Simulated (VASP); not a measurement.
Here is a VASP 6.6.1 calculation.

File POSCAR:

```
BiB
1.0
    0.0000000000      2.6268329169      2.6268329169
    2.6268329169      0.0000000000      2.6268329169
    2.6268329169      2.6268329169      0.0000000000
B Bi
1 1
Direct
    0.0000000000      0.0000000000      0.0000000000
    0.5000000000      0.5000000000      0.5000000000
```

INCAR.step1

```
ALGO = Normal
EDIFF = 1E-5
ENCUT = 420
GGA = PE
GGA_COMPAT = False
ISIF = 2
ISMEAR = -1
LASPH = True
LCHARG = False
LREAL = False
LWAVE = True
NBANDS = 16
NELM = 120
PREC = Accurate
SIGMA = 0.02
```

File INCAR.step2:

```
ALGO = Normal
EDIFF = 1E-6
ENCUT = 420
GGA = PE
GGA_COMPAT = False
HFSCREEN = 0.2079
ISIF = 2
ISMEAR = -1
ISTART = 1
LASPH = True
LCHARG = False
LHFCALC = True
LREAL = False
LWAVE = False
NBANDS = 16
NELM = 120
PREC = Accurate
PRECFOCK = Normal
SIGMA = 0.02
```

The input KPOINTS:

```
k-points
0
Gamma
  4 4 4
```

Potentials or basis: VASP PAW PBE potentials, release 64 (B, Bi_d).

Command:

```bash
$ cat potpaw_PBE.64/B/POTCAR potpaw_PBE.64/Bi_d/POTCAR > POTCAR
$ cp INCAR.step1 INCAR
$ mpirun -np 1 vasp_std > vasp.out
$ cp INCAR.step2 INCAR
$ mpirun -np 1 vasp_std > vasp.out
```

Question: Predict the pressure.

Answer: 0.8 GPa.

Question: Estimate the band gap on the k mesh.

Answer: Zero (bands 9 and 10 overlap by 4.60 eV).

Caveat: the k points lie up to 0.52 Å⁻¹ apart, too coarse for converged energies and pressures of a metal; the PAW data sets were made with another functional, which shifts forces and pressure a little; spin-orbit coupling is left out, which moves the levels of the heavy elements.
